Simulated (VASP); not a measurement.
Runs of VASP 6.6.1 on Ti. The structure is that of space group P6_3/mmc (No. 194), or close to it. The cells are those of the table. 

| task | level | cell | cutoff (eV) | gap on the mesh (eV) | pressure (GPa) | largest force (eV/Å) |
| --- | --- | --- | --- | --- | --- | --- |
| electric field gradients | PBE | a = 2.890, b = 2.890, c = 4.591 Å, angles 90.0, 90.0, 120.0°, 2 atoms | 520 | none | 5.3 | - |
| electric field gradients | PBEsol | a = 2.950, b = 2.950, c = 4.686 Å, angles 90.0, 90.0, 120.0°, 2 atoms | 520 | none | -6.0 | - |
| single point | PBE | a = 3.008, b = 3.008, c = 4.778 Å, angles 90.0, 90.0, 120.0°, 2 atoms | 500 | none | -7.3 | - |
| single point | PBE | a = 2.920, b = 2.920, c = 4.639 Å, angles 90.0, 90.0, 120.0°, 2 atoms | 520 | none | 1.6 | - |
| single point | PBE | a = 2.950, b = 2.925, c = 4.686 Å, angles 89.6, 88.8, 119.1°, 2 atoms | 520 | none | -1.8 | 0.05 |
| electric field gradients | PBE | a = 2.950, b = 2.950, c = 4.686 Å, angles 90.0, 90.0, 120.0°, 2 atoms | 520 | none | -1.8 | - |
| single point | PBE | a = 2.950, b = 2.963, c = 4.686 Å, angles 90.2, 90.6, 120.4°, 2 atoms | 520 | none | -1.8 | 0.03 |
| electric field gradients | PBE | a = 2.950, b = 2.963, c = 4.686 Å, angles 90.2, 90.6, 120.4°, 2 atoms | 520 | none | -1.8 | 0.03 |
| single point | PBE | a = 2.890, b = 2.890, c = 4.591 Å, angles 90.0, 90.0, 120.0°, 2 atoms | 520 | none | (b) | - |
| electric field gradients | PBE | a = 2.979, b = 2.979, c = 4.732 Å, angles 90.0, 90.0, 120.0°, 2 atoms | 520 | none | (a) | - |
| electric field gradients | PBE | a = 2.989, b = 2.989, c = 4.748 Å, angles 90.0, 90.0, 120.0°, 2 atoms | 520 | none | -5.6 | - |
| single point | PBE | a = 3.038, b = 3.038, c = 4.686 Å, angles 90.0, 90.0, 120.0°, 2 atoms | 520 | none | -7.3 | - |

Alike in all rows: potentials or basis VASP PAW PBE potentials, release 64 (Ti_sv); no spin polarisation; k mesh 13 × 13 × 7; smearing fermi-dirac 0.08 eV.

**Question.** Estimate the missing entries.

**Answer.** (a) -4.7; (b) 5.4.

Caveats: the PAW data sets were made with another functional, which shifts forces and pressure a little (some runs).

A gap of «none» marks levels without a gap at the run's occupations.
